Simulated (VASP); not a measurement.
Wanted: the native input for a VASP 6.6.1 run.

```yaml
Task: relaxation of the atoms
Functional: PBEsol
Potentials_or_basis: VASP PAW PBE potentials, release 64 (Ru_pv)
Cutoff: 520 eV
k_mesh: 2 × 2 × 1
Occupations: fermi-dirac, width 0.1 eV
Spin: no spin polarisation
Dipole_correction: no
Atoms_held_fixed_from_0: "[0, 1, 2, 3]"
Further_INCAR_settings: ALGO = Normal; EDIFF = 1e-06; IBRION = 2; EDIFFG = -0.08; NSW = 45
```

The structure of Ru lies in POSCAR:

```
Ru
1.0
    5.4000000000      0.0000000000      0.0000000000
    2.7000000000      4.6765370000      0.0000000000
    0.0000000000      0.0000000000     15.2768000000
Ru
12
Selective dynamics
Direct
    0.0000000000      0.0000000000      0.0654587000  F F F
    0.5000000000      0.0000000000      0.0654587000  F F F
    0.0000000000      0.5000000000      0.0654587000  F F F
    0.5000000000      0.5000000000      0.0654587000  F F F
   -0.1666667000      0.3333333000      0.2054357000  T T T
    0.3333333000      0.3333333000      0.2054357000  T T T
   -0.1666667000      0.8333333000      0.2054357000  T T T
    0.3333333000      0.8333333000      0.2054357000  T T T
    0.0000000000      0.0000000000      0.3454127000  T T T
    0.5000000000      0.0000000000      0.3454127000  T T T
    0.0000000000      0.5000000000      0.3454127000  T T T
    0.5000000000      0.5000000000      0.3454127000  T T T
```

One way to write it, as run:

INCAR

```
PREC = Accurate
ENCUT = 520
EDIFF = 1E-6
ISMEAR = -1
SIGMA = 0.1
LREAL = F
LASPH = T
NELM = 80
ALGO = Normal
ISIF = 2
LWAVE = F
LCHARG = F
GGA = PS
IBRION = 2
NSW = 45
EDIFFG = -0.08
```

KPOINTS

```
regular mesh
0
Gamma
  2 2 1
```

Potentials or basis: VASP PAW PBE potentials, release 64 (Ru_pv).

The run is started by

```console
$ cat potpaw_PBE.64/Ru_pv/POTCAR > POTCAR
$ mpirun -np 1 vasp_std > vasp.out
```

It gave:

- Energy gained by relaxing: 47.4 meV/atom
- Ionic steps: 5
- Band gap on the k mesh: zero (bands 84 and 85 overlap by 0.85 eV)

Caveat: the k points lie up to 0.67 Å⁻¹ apart, too coarse for converged energies and pressures of a metal.

It took 11 min on 1 thread of Intel(R) Xeon(R) Platinum 8259CL CPU @ 2.50GHz (Skylake/Cascade Lake) (shared host), peak memory 0.48 GiB.
